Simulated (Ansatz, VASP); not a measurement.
One calculation of AlCo, two programs

```
Co Al
1.0
     0.00000    2.36819    2.36819
     2.36819    0.00000    2.36819
     2.36819    2.36819    0.00000
Co Al
1 1
Direct
  0.00000 0.00000 0.00000
  0.50000 0.50000 0.50000
```

Alike in both runs: functional r2SCAN; k mesh 15 × 15 × 15; occupations fermi-dirac, width 0.08 eV; no spin polarisation.

Ansatz relaxed the structure, and its values are those at the end. VASP's run is a single point on that final structure, the one shown.

|  | VASP | Ansatz |
| --- | --- | --- |
| version | VASP 6.6.1 | Ansatz 0.2.0 |
| potentials or method | VASP PAW PBE potentials, release 64 (Co, Al) | PAW with Ansatz's default frozen-core files, scalar-relativistic |
| plane-wave cutoff (eV) | 520 | 500 |
| valence electrons in the cell | 12 | 20 |

|  | VASP | Ansatz | Ansatz less VASP |
| --- | --- | --- | --- |
| pressure (GPa) | -0.2 | 0.0 | +0.15 |

VASP's potentials were made for PBE, not for r2SCAN. The functional is the same, so the differences come from potentials, cutoffs and numerics. VASP's potentials hold 12 valence electrons a cell and Ansatz's 20, so a difference there can come from the potentials and not from the codes.
